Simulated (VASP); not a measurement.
# Te2Mo: single point with PBEsol

Crystal: Te2Mo.

```
Te Mo
1.0
     3.31963    0.00000    0.00000
    -1.65981    2.87488    0.00000
     0.00000    0.00000    7.12512
Te Mo
2 1
Direct
  0.33333 0.66667 0.74217
  0.33333 0.66667 0.25783
  0.00000 0.00000 0.00000
```

- Program: VASP 6.6.1
- Task: single point
- Functional: PBEsol
- Potentials or basis: VASP PAW PBE potentials, release 64 (Te, Mo_sv)
- Cutoff: 520 eV
- k mesh: 12 × 12 × 4
- Occupations: gaussian, width 0.02 eV
- Spin: no spin polarisation

| Item | Value |
| --- | --- |
| Pressure | 12.2 GPa |
| Largest force | 0.030 eV/Å |
| Band gap on the k mesh | 0.34 eV, indirect (least direct gap 0.78 eV) |

Forces in eV/Å, atoms in the order of the input:
```
Te   0.000  0.000 -0.030
Te   0.000  0.000  0.030
Mo   0.000  0.000  0.000
```

Stress tensor (GPa, compression positive):
```
12.09  0.00  0.00
 0.00 12.09  0.00
 0.00  0.00 12.29
```

Levels at points of the mesh, in eV from the valence-band top:
```tsv
k point	band 9	band 10	band 11	band 12	band 13	band 14	band 15	band 16	band 17	band 18
(0.00, 0.00, 0.00)	-1.80	-1.80	-1.18	-0.91	-0.91	3.69	3.69	3.75	3.75	5.93
(0.50, 0.00, 0.00)	-4.53	-2.57	-1.73	-1.57	-0.29	1.06	1.65	3.54	4.06	4.09
(0.00, 0.00, 0.50)	-1.78	-1.78	-0.94	-0.94	-0.63	3.40	3.40	4.09	4.09	7.01
(0.50, 0.00, 0.50)	-3.58	-3.39	-2.65	-0.71	0.00	1.69	1.96	2.31	3.45	4.89
```

Run time: 33 s on 1 thread of Intel(R) Xeon(R) 6975P-C (Granite Rapids), on a shared host, peak memory 0.24 GiB.

Caveat: the PAW data sets were made with another functional, which shifts forces and pressure a little; spin-orbit coupling is left out, which moves the levels of the heavy elements. A k mesh can miss the band edges.
